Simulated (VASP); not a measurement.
Here is a VASP 6.6.1 calculation.

INCAR

```
SYSTEM = CdTe
  PREC = Accurate
  ENCUT = 600
  EDIFF = 1E-6
  ISMEAR = -1
  SIGMA = 0.05
  LREAL = .False.
  LASPH = .True.
  NELM = 60
  ALGO = Normal
  ISIF = 3
  LWAVE = .False.
  LCHARG = .False.
  IBRION = 2
  NSW = 60
  EDIFFG = -0.005
```

The input KPOINTS:

```
regular mesh
0
Gamma
  13 13 13
  0 0 0
```

POSCAR

```
CdTe
1.0
    0.0000000000      2.8981565878      2.8981565878
    2.8981565878      0.0000000000      2.8981565878
    2.8981565878      2.8981565878      0.0000000000
Cd Te
1 1
Direct
    0.0000000000      0.0000000000      0.0000000000
    0.5000000000      0.5000000000      0.5000000000
```

Potentials or basis: VASP PAW LDA potentials, release 64 (Cd, Te).

Launch:

```bash
$ cat potpaw_LDA.64/Cd/POTCAR potpaw_LDA.64/Te/POTCAR > POTCAR
$ mpirun -np 1 vasp_std > vasp.out
```

Problem. Predict the relaxed volume.

Solution. 26.23 Å³/atom.

Problem. Predict the relaxed cell.

Solution. a = 4.202 Å, b = 4.202 Å, c = 4.202 Å, α = 60.00°, β = 60.00°, γ = 60.00°.

Final structure:
```xyz
2
Lattice="0.0000 2.9712 2.9712 2.9712 0.0000 2.9712 2.9712 2.9712 0.0000" Properties=species:S:1:pos:R:3 pbc="T T T"
Cd    0.0000    0.0000    0.0000
Te    2.9712    2.9712    2.9712
```
